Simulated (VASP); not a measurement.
## BaS: single point with PBEsol

BaS:

```
Ba S
1.0
     0.00000    3.16630    3.16630
     3.16630    0.00000    3.16630
     3.16630    3.16630    0.00000
Ba S
1 1
Direct
  0.99842 0.99842 0.99842
  0.50000 0.50000 0.50000
```

This cell differs from its parent crystal: atom 1 moved by [-0.01, -0.01, -0.01] A.

```json
{
  "Program": "VASP 6.6.1",
  "Task": "single point",
  "Functional": "PBEsol",
  "Potentials or basis": "VASP PAW PBE potentials, release 64 (Ba_sv, S)",
  "Cutoff": "520 eV",
  "k mesh": "8 × 8 × 8",
  "Occupations": "gaussian, width 0.01 eV",
  "Spin": "non-collinear spin, zero start, spin-orbit coupling",
  "Starting moments": "[[0.0, 0.0, 0.0], [0.0, 0.0, 0.0]] μB",
  "Dipole correction": "no",
  "Further INCAR settings": "ALGO = Normal; EDIFF = 1e-06; NBANDS = 28"
}
```

```yaml
Pressure: 0.7 GPa
Largest_force: 0.038 eV/Å
Net_moment: 0.00 μB per cell
Valence_electrons_inside_the_program's_atomic_spheres: Ba 7.91; S 3.73
```

Forces in eV/Å, atoms in the order of the input:
```
Ba   0.022  0.022  0.022
S   -0.022 -0.022 -0.022
```

Moments on the atoms (μB; x, y, z):
```
Ba  0.00 0.00 0.00
S   0.00 0.00 0.00
```

Run time: 18 min on 1 thread of AMD EPYC 7R43 64-Core Processor (Zen 3), with other jobs on the host, peak memory 0.53 GiB.

Caveat: the cell differs from its parent crystal (atom 1 moved by [-0.01, -0.01, -0.01] A); the PAW data sets were made with another functional, which shifts forces and pressure a little.
